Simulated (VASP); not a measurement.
# HfN (Fm-3m) in VASP: settings compared

The runs below take HfN through single point, relaxation of cell and atoms, with PBE+D4, PBEsol, revPBE+D3(BJ), PBE+D3(BJ).

All numbers are computed with VASP 6.6.1; they aren't measurements. Logs are shortened: lines on timing, memory, paths and dates and some standing lists are left out, and cuts for length are marked.

## (1) The cell of the first run

The structure is cubic, space group Fm-3m (No. 225). Conventional cell: a = 4.522 Å, b = 4.522 Å, c = 4.522 Å, α = 90.00°, β = 90.00°, γ = 90.00°. Within 3.0 Å of Hf (site symmetry m-3m) lie 6 N at 2.26 Å. N (site symmetry m-3m) has 6 Hf at 2.26 Å within 3.0 Å.

## (2) Single point, PBE+D4

The input, INCAR:

```
SYSTEM = HfN
  PREC = Accurate
  ENCUT = 520
  EDIFF = 1E-6
  ISMEAR = -1
  SIGMA = 0.1
  LREAL = .False.
  LASPH = .True.
  NELM = 60
  ALGO = Normal
  ISIF = 2
  LWAVE = .False.
  LCHARG = .True.
  GGA = PE
  IVDW = 13
  LELF = .True.
  LVHAR = .True.
  NBANDS = 14
```

The input, KPOINTS:

```
Automatic mesh
0
Gamma
  11 11 11
  0 0 0
```

The input, POSCAR:

```
HfN
1.0
    0.0000000000      2.2610587775      2.2610587775
    2.2610587775      0.0000000000      2.2610587775
    2.2610587775      2.2610587775      0.0000000000
Hf N
1 1
Direct
    0.0000000000      0.0000000000      0.0000000000
    0.5000000000      0.5000000000      0.5000000000
```

Potentials or basis: VASP PAW PBE potentials, release 64 (Hf_pv, N).

On the command line:

```
$ cat potpaw_PBE.64/Hf_pv/POTCAR potpaw_PBE.64/N/POTCAR > POTCAR
$ mpirun -np 1 vasp_std > vasp.out
```

OUTCAR:

```text
SYSTEM = HfN
   PREC = Accurate
   ENCUT = 520
   EDIFF = 1E-6
   ISMEAR = -1
   LREAL = .False.
   LASPH = .True.
   NELM = 60
   ISIF = 2
   GGA = PE
   IVDW = 13

 ion  position               nearest neighbor table
   1  0.000  0.000  0.000-   2 2.26   2 2.26   2 2.26   2 2.26   2 2.26   2 2.26
   2  0.500  0.500  0.500-   1 2.26   1 2.26   1 2.26   1 2.26   1 2.26   1 2.26

  LATTYP: Found a face centered cubic cell.
 ALAT       =     4.5221175550

  Lattice vectors:

 A1 = (   0.0000000000,   2.2610587775,   2.2610587775)
 A2 = (   2.2610587775,   0.0000000000,   2.2610587775)
 A3 = (   2.2610587775,   2.2610587775,   0.0000000000)

Analysis of symmetry for initial positions (statically):
=====================================================================
 Subroutine PRICEL returns:
 Original cell was already a primitive cell.

 Routine SETGRP: Setting up the symmetry group for a
 face centered cubic supercell.

 Subroutine GETGRP returns: Found 48 space group operations
 (whereof 48 operations were pure point group operations)
 out of a pool of 48 trial point group operations.

The static configuration has the point symmetry O_h .

Analysis of symmetry for dynamics (positions and initial velocities):
=====================================================================
 Subroutine PRICEL returns:
 Original cell was already a primitive cell.

 Routine SETGRP: Setting up the symmetry group for a
 face centered cubic supercell.

 Subroutine GETGRP returns: Found 48 space group operations
 (whereof 48 operations were pure point group operations)
 out of a pool of 48 trial point group operations.

The dynamic configuration has the point symmetry O_h .

 Subroutine INISYM returns: Found 48 space group operations
 (whereof 48 operations are pure point group operations),
 and found     1 'primitive' translations

----------------------------------------------------------------------------------------

                                     Primitive cell

  volume of cell :      23.1188

  direct lattice vectors                    reciprocal lattice vectors
     0.000000000  2.261058778  2.261058778    -0.221135339  0.221135339  0.221135339
     2.261058778  0.000000000  2.261058778     0.221135339 -0.221135339  0.221135339
     2.261058778  2.261058778  0.000000000     0.221135339  0.221135339 -0.221135339

  length of vectors
     3.197619988  3.197619988  3.197619988     0.383017643  0.383017643  0.383017643

  position of ions in fractional coordinates (direct lattice)
     0.000000000  0.000000000  0.000000000
     0.500000000  0.500000000  0.500000000

  ion indices of the primitive-cell ions
   primitive index   ion index
                 1           1
                 2           2

----------------------------------------------------------------------------------------

 KPOINTS: Automatic mesh

Automatic generation of k-mesh.
 Grid dimensions read from file:
 generate k-points for:   11   11   11

 Generating k-lattice:

  Cartesian coordinates                     Fractional coordinates (reciprocal lattice)
    -0.020103213  0.020103213  0.020103213     0.090909091  0.000000000  0.000000000
     0.020103213 -0.020103213  0.020103213     0.000000000  0.090909091  0.000000000
     0.020103213  0.020103213 -0.020103213     0.000000000  0.000000000  0.090909091

  Length of vectors
     0.034819786  0.034819786  0.034819786

  Shift w.r.t. Gamma in fractional coordinates (k-lattice)
     0.000000000  0.000000000  0.000000000

 Subroutine IBZKPT returns following result:
 ===========================================

 Found     56 irreducible k-points:

 Following reciprocal coordinates:
            Coordinates               Weight
  0.000000  0.000000  0.000000      1.000000
  0.090909  0.000000  0.000000      8.000000
  0.181818  0.000000  0.000000      8.000000
  0.272727  0.000000  0.000000      8.000000
  0.363636  0.000000  0.000000      8.000000
  0.454545  0.000000  0.000000      8.000000
[... 16 lines left out ...]
 -0.272727  0.181818  0.000000     24.000000
 -0.181818  0.181818  0.000000     12.000000
 [... further k-points ...]
   k-points           NKPTS =     56   k-points in BZ     NKDIM =     56   number of bands    NBANDS=     14
   number of dos      NEDOS =    301   number of ions     NIONS =      2
   total plane-waves  NPLWV =  13824
   dimension x,y,z NGX =    24 NGY =   24 NGZ =   24
   dimension x,y,z NGXF=    48 NGYF=   48 NGZF=   48
   ions per type =               1   1
   NGX,Y,Z   is equivalent  to a cutoff of  12.48, 12.48, 12.48 a.u.
   NGXF,Y,Z  is equivalent  to a cutoff of  24.96, 24.96, 24.96 a.u.
 SYSTEM =  HfN
   PREC   = accura    normal or accurate (medium, high low for compatibility)
   ISTART =      0    job   : 0-new  1-cont  2-samecut
   ICHARG =      2    charge: 1-file 2-atom 10-const
   ISPIN  =      1    spin polarized calculation?
   LNONCOLLINEAR =      F non collinear calculations
   LSORBIT =      F    spin-orbit coupling
   LASPH  =      T    aspherical Exc in radial PAW
   ENCUT  =  520.0 eV  38.22 Ry    6.18 a.u.   5.95  5.95  5.95*2*pi/ulx,y,z
   NELM   =     60;   NELMIN=  2; NELMDL= -5     # of ELM steps
   EDIFF  = 0.1E-05   stopping-criterion for ELM
   LREAL  =      F    real-space projection
   EDIFFG = 0.1E-04   stopping-criterion for IOM
   NSW    =      0    number of steps for IOM
   IBRION =     -1    ionic relax: 0-MD 1-quasi-New 2-CG
   NFREE  =      0    steps in history (QN), initial steepest desc. (CG)
   ISIF   =      2    stress and relaxation
   ISYM   =      2    0-nonsym 1-usesym 2-fastsym
   POTIM  = 0.5000    time-step for ionic-motion
   TEBEG  =    0.0;   TEEND  =   0.0 temperature during run
   PSTRESS=    0.0 pullay stress
   NELECT =      15.0000    total number of electrons
   NUPDOWN=      -1.0000    fix difference up-down
   EMIN   =  10.00;   EMAX   =-10.00  energy-range for DOS
   EFERMI =   0.00;   METHOD = LEGACY
   ISMEAR =    -1;   SIGMA  =   0.10  broadening in eV -4-tet -1-fermi 0-gaus
   EFERMI_NEDOS =   21; number of points for ismear=-14 and -15
   IALGO  =     38    algorithm
   IMIX   =      4    mixing-type and parameters
     AMIX     =   0.40;   BMIX     =  1.00
     AMIX_MAG =   1.60;   BMIX_MAG =  1.00
  volume/ion in A,a.u.               =      11.56        78.01
  Fermi-wavevector in a.u.,A,eV,Ry     =   1.417262  2.678236 27.329082  2.008631
  Thomas-Fermi vector in A             =   2.538510
   LORBIT       =      0    0 simple, 1 ext, 2 COOP (PROOUT), +10 PAW based schemes
   GGA     = PE    functional components
   LHFCALC =     F    Hartree Fock is set to
   AEXX    =    0.0000 exact exchange contribution
   IVDW    =    13    specifies the selected vdW correction
   LEPSILON=     F    determine dielectric tensor
   LRPA    =     F    only Hartree local field effects (RPA)
 non-spin polarized calculation
  energy-cutoff  :      520.00
  volume of cell :       23.12
 maximum number of plane-waves:       632
   NGX = 11   NGY = 11   NGZ = 11

 number of electron      15.0000000 magnetization

 Free energy of the ion-electron system (eV)
  ---------------------------------------------------
  ext. energy  EPLUGINS =         0.00000000
  ---------------------------------------------------
  free energy    TOTEN  =       -21.76210481 eV

  energy without entropy =      -21.73940843  energy(sigma->0) =      -21.75075662

 E-fermi :   8.3234     XC(G=0): -12.7180

 val. band max:        8.3002607834   @ k =   0.4545   0.1818   0.0000
 cond. band min:       8.3459984101   @ k =  -0.0909   0.0909   0.0000
 fundamental gap:      0.0457376267
 Fermi energy:         8.3234309395

 k-point     1 :       0.0000    0.0000    0.0000
  band No.  band energies     occupation
      1     -22.8029      2.00000
      2     -22.8029      2.00000
      3     -22.8029      2.00000
      4      -9.1328      2.00000
      5       5.3365      2.00000
      6       5.3365      2.00000
      7       5.3365      2.00000
      8       8.0159      1.91174
      9       8.0159      1.91174
     10       8.0159      1.91174
     11      10.1313      0.00000
     12      10.3230      0.00000
     13      10.3230      0.00000
     14      17.9179      0.00000

 k-point     2 :       0.0909    0.0000    0.0000
  band No.  band energies     occupation
      1     -22.8856      2.00000
      2     -22.8099      2.00000
      3     -22.8099      2.00000
      4      -8.9449      2.00000
      5       4.5527      2.00000
      6       4.8785      2.00000
      7       4.8785      2.00000
      8       8.2110      1.50957
      9       8.2878      1.17611
     10       8.2878      1.17611
     11      10.7234      0.00000
     12      10.9383      0.00000
     13      10.9383      0.00000
     14      18.5535      0.00000

 k-point     3 :       0.1818    0.0000    0.0000
  band No.  band energies     occupation
      1     -23.0999      2.00000
      2     -22.8283      2.00000
      3     -22.8283      2.00000
      4      -8.4300      2.00000
      5       3.0606      2.00000
      6       3.9897      2.00000
      7       3.9897      2.00000
      8       8.5314      0.22217
      9       8.9741      0.00298
     10       8.9741      0.00298
     11      12.0125      0.00000
     12      12.3784      0.00000
     13      12.3784      0.00000
     14      20.1464      0.00000

 k-point     4 :       0.2727    0.0000    0.0000
  band No.  band energies     occupation
      1     -23.3663      2.00000
      2     -22.8522      2.00000
      3     -22.8522      2.00000
      4      -7.7168      2.00000
      5       1.5610      2.00000
      6       3.1541      2.00000
      7       3.1541      2.00000
      8       9.0987      0.00086
      9       9.9647      0.00000
     10       9.9647      0.00000
     11      13.2592      0.00000
     12      14.1014      0.00000
     13      14.1014      0.00000
     14      20.5546      0.00000

 k-point     5 :       0.3636    0.0000    0.0000
  band No.  band energies     occupation
      1     -23.5987      2.00000
      2     -22.8741      2.00000
      3     -22.8741      2.00000
      4      -6.9899      2.00000
      5       0.3270      2.00000
      6       2.5465      2.00000
      7       2.5465      2.00000
      8      10.0463      0.00000
      9      11.0847      0.00000
     10      11.0847      0.00000
     11      13.7528      0.00000
[... 276 lines left out ...]
 k-point    22 :      -0.3636    0.1818    0.0000
  band No.  band energies     occupation
      1     -23.6011      2.00000
      2     -23.0904      2.00000
      3     -22.9096      2.00000
      4      -6.8627      2.00000
      5       0.3326      2.00000
      6       2.4344      2.00000
      7       2.7120      2.00000
      8      10.4602      0.00000
      9      11.1610      0.00000
     10      11.3215      0.00000
     11      13.9966      0.00000
     12      16.7072      0.00000
     13      17.1704      0.00000
     14      19.5836      0.00000

 k-point    23 :      -0.2727    0.1818    0.0000
  band No.  band energies     occupation
      1     -23.4846      2.00000
      2     -23.0703      2.00000
      3     -22.8704      2.00000
      4      -7.1567      2.00000
      5       0.6945      2.00000
      6       2.5148      2.00000
      7       3.1087      2.00000
      8       9.7435      0.00000
      9      10.2702      0.00000
     10      11.8878      0.00000
     11      12.6892      0.00000
     12      15.5632      0.00000
     13      16.7570      0.00000
     14      20.3740      0.00000

 k-point    24 :      -0.1818    0.1818    0.0000
  band No.  band energies     occupation
      1     -23.3363      2.00000
      2     -22.9991      2.00000
      3     -22.8376      2.00000
      4      -7.6268      2.00000
      5       1.3938      2.00000
      6       2.8420      2.00000
      7       3.5800      2.00000
      8       9.2051      0.00030
      9       9.4273      0.00003
     10      11.4187      0.00000
     11      11.5985      0.00000
     12      14.5272      0.00000
     13      15.5101      0.00000
     14      20.5551      0.00000

 [... further k-points ...]

------------------------ aborting loop because EDIFF is reached ----------------------------------------

  DFT-D4 for vdW energy calculation

  Edisp (eV):   -0.56237

  FORCE on cell =-STRESS in cart. coord.  units (eV):
  Direction    XX          YY          ZZ          XY          YZ          ZX
  --------------------------------------------------------------------------------------
  -------------------------------------------------------------------------------------
  Total      -0.34246    -0.34246    -0.34246     0.00000     0.00000    -0.00000
  in kB     -23.73339   -23.73339   -23.73339     0.00000     0.00000    -0.00000
  external pressure =      -23.73 kB  Pullay stress =        0.00 kB

 VOLUME and BASIS-vectors are now :
 -----------------------------------------------------------------------------
  energy-cutoff  :      520.00
  volume of cell :       23.12
      direct lattice vectors                 reciprocal lattice vectors
     0.000000000  2.261058778  2.261058778    -0.221135339  0.221135339  0.221135339
     2.261058778  0.000000000  2.261058778     0.221135339 -0.221135339  0.221135339
     2.261058778  2.261058778  0.000000000     0.221135339  0.221135339 -0.221135339

 POSITION                                       TOTAL-FORCE (eV/Angst)
 -----------------------------------------------------------------------------------
      0.00000      0.00000      0.00000         0.000000     -0.000000      0.000000
      2.26106      2.26106      2.26106         0.000000      0.000000      0.000000
 -----------------------------------------------------------------------------------
    total drift:                                0.000000     -0.000000     -0.000000

  FREE ENERGIE OF THE ION-ELECTRON SYSTEM (eV)
  ---------------------------------------------------
  free  energy   TOTEN  =       -22.3244770859 eV

  energy  without entropy=      -22.3017807067  energy(sigma->0) =      -22.31312890
```

Wall time 6.4 s (1 thread of Intel Xeon 6975P-C (Granite Rapids), shared host); peak memory 0.15 GiB.

Results:

| Item | Value |
| --- | --- |
| Free energy | -22.3245 eV |
| Pressure | -2.4 GPa |
| Dispersion energy per atom | -0.281 eV |

Levels at points of the mesh, in eV from the Fermi level:
```tsv
k point	band 6	band 7	band 8	band 9	band 10	band 11
(0.00, 0.00, 0.00)	-2.99	-2.99	-0.31	-0.31	-0.31	1.81
```

Caveat: spin-orbit coupling is left out, which moves the levels of the heavy elements; pairwise dispersion overbinds metals, which lowers pressure and volume.

(Continued in part 2 of 3.)
